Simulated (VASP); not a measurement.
The system is Ge3Pt.

```xyz
8
Lattice="5.0749 0.0000 0.0000 0.0000 5.0749 0.0000 0.0000 0.0000 5.0749" Properties=species:S:1:pos:R:3 pbc="T T T"
Ge    1.2687    0.0000    2.5374
Ge    2.5374    3.8062    0.0000
Ge    3.8062    0.0000    2.5374
Ge    2.5374    1.2687    0.0000
Ge    0.0000    2.5374    3.8062
Ge    0.0000    2.5374    1.2687
Pt    0.0000    0.0000    0.0000
Pt    2.5374    2.5374    2.5374
```

The cell was built from a structure type or drawn by symmetry, and may not be a known phase.

- Program: VASP 6.6.1
- Task: relaxation of cell and atoms
- Functional: PBE
- Potentials or basis: VASP PAW PBE potentials, release 64 (Ge_d, Pt)
- Cutoff: 600 eV
- k mesh: 4 × 4 × 4
- Occupations: gaussian, width 0.1 eV
- Spin: no spin polarisation

At the start: pressure 11.8 GPa; volume 16.34 Å³/atom.

Where does the relaxation end?

Over 3 steps the energy falls by 53.8 meV/atom and the volume is 17.94 Å³/atom (+9.8 %); space group Pm-3n (No. 223, to 0.1 Å) before and after.

Step by step:
| step | energy change (eV) | largest force (eV/Å) | pressure (GPa) | volume (Å³) |
| --- | --- | --- | --- | --- |
| 1 | 0.0000 | 0.0000 | 11.79 | 130.70 |
| 2 | -0.1832 | 0.0000 | -6.47 | 154.79 |
| 3 | -0.4305 | 0.0000 | -0.09 | 143.54 |

Final structure:
```yaml
crystal:
  lattice:
    - [5.23589, 0.00000, 0.00000]
    - [0.00000, 5.23589, 0.00000]
    - [0.00000, 0.00000, 5.23589]
  atoms:
    - { symbol: Ge, position: [0.25000, 0.00000, 0.50000] }
    - { symbol: Ge, position: [0.50000, 0.75000, 0.00000] }
    - { symbol: Ge, position: [0.75000, 0.00000, 0.50000] }
    - { symbol: Ge, position: [0.50000, 0.25000, 0.00000] }
    - { symbol: Ge, position: [0.00000, 0.50000, 0.75000] }
    - { symbol: Ge, position: [0.00000, 0.50000, 0.25000] }
    - { symbol: Pt, position: [0.00000, 0.00000, 0.00000] }
    - { symbol: Pt, position: [0.50000, 0.50000, 0.50000] }
```
